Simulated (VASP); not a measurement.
Here is a VASP 6.6.1 calculation.

The input INCAR:

```
SYSTEM = CsSnI3
  PREC = Accurate
  ENCUT = 520
  EDIFF = 1E-6
  ISMEAR = 0
  SIGMA = 0.01
  LREAL = .False.
  LASPH = .True.
  NELM = 100
  ALGO = Normal
  ISIF = 2
  LWAVE = .False.
  LCHARG = .False.
  GGA = PE
  NBANDS = 30
```

KPOINTS

```
Automatic mesh
0
Gamma
  8 8 8
  0 0 0
```

POSCAR

```
CsSnI3
1.0
    6.2057000000      0.0000000000      0.0000000000
    0.0000000000      6.2057000000      0.0000000000
    0.0000000000      0.0000000000      6.2057000000
Cs Sn I
1 1 3
Direct
    0.0000000000      0.0000000000      0.0000000000
    0.5000000000      0.5000000000      0.5000000000
    0.0000000000      0.5000000000      0.5000000000
    0.5000000000      0.0000000000      0.5000000000
    0.5000000000      0.5000000000      0.0000000000
```

Potentials or basis: VASP PAW PBE potentials, release 64 (Cs_sv, Sn_d, I).

Run with:

```bash
$ cat potpaw_PBE.64/Cs_sv/POTCAR potpaw_PBE.64/Sn_d/POTCAR potpaw_PBE.64/I/POTCAR > POTCAR
$ mpirun -np 1 vasp_std > vasp.out
```

**Question.** Predict the pressure.

**Answer.** 0.6 GPa.

**Question.** Predict the band gap on the k mesh.

**Answer.** 0.31 eV.

Caveat: spin-orbit coupling is left out, which moves the levels of the heavy elements. A k mesh can miss the band edges.
